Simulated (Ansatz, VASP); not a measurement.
**One calculation of Ti, two programs**

```
Ti
1.0
     4.56802    0.00000    0.00000
    -2.28401    3.95602    0.00000
     0.00000    0.00000    2.79632
Ti
3
Direct
  0.00000 0.00000 0.00000
  0.33333 0.66667 0.50000
  0.66667 0.33333 0.50000
```

Change from the starting cell: strain along c alone, the other axes held, atoms relaxed: -1.0 %.

Alike in both runs: task single point; functional r2SCAN; k mesh 12 × 12 × 18; occupations gaussian, width 0.1 eV; no spin polarisation.

|  | VASP | Ansatz |
| --- | --- | --- |
| version | VASP 6.6.1 | Ansatz 0.2.0 |
| potentials or method | VASP PAW PBE potentials, release 64 (Ti_sv), cutoff 520 eV | scalar-relativistic, plane waves, PAW |
| valence electrons in the cell | 36 | 36 |

Ansatz gave:

- gap on the k mesh at the Fermi level (eV): none
- pressure (GPa): 1.3
- traceless stress, the component that is largest in VASP (GPa): 1.49

Task: What did VASP give for the same quantities?

Result: gap on the k mesh at the Fermi level (eV): none; pressure (GPa): 1.7; traceless stress, the component that is largest in VASP (GPa): 1.45.

VASP's potentials were made for PBE, not for r2SCAN. A gap of «none» marks a metal or a gap that the smearing closes.
